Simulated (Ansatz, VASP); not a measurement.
## Li2S in VASP and in Ansatz

```xyz
3
Lattice="0.0000 2.8551 2.8551 2.8551 0.0000 2.8551 2.8551 2.8551 0.0000" Properties=species:S:1:pos:R:3 pbc="T T T"
Li    1.4275    1.4275    1.4275
Li    4.2826    4.2826    4.2826
S     0.0000    0.0000    0.0000
```

Alike in both runs: task single point; functional r2SCAN; dispersion rVV10; k mesh 8 × 8 × 8; occupations gaussian, width 0.05 eV; no spin polarisation.

|  | VASP | Ansatz |
| --- | --- | --- |
| version | VASP 6.6.1 | Ansatz 0.2.0 |
| potentials or method | VASP PAW PBE potentials, release 64 (Li_sv, S), cutoff 830 eV | scalar-relativistic, plane waves, PAW |
| valence electrons in the cell | 12 | 12 |

Ansatz gave:

| Property | Result |
| --- | --- |
| gap on the k mesh at the Fermi level (eV) | 3.81 |
| least direct gap on the mesh (eV) | 4.83 |
| pressure (GPa) | -0.8 |

Problem. Estimate VASP's values.

Solution. gap on the k mesh at the Fermi level (eV): 3.79; least direct gap on the mesh (eV): 4.92; pressure (GPa): -1.0.

VASP's potentials were made for PBE, not for r2SCAN.
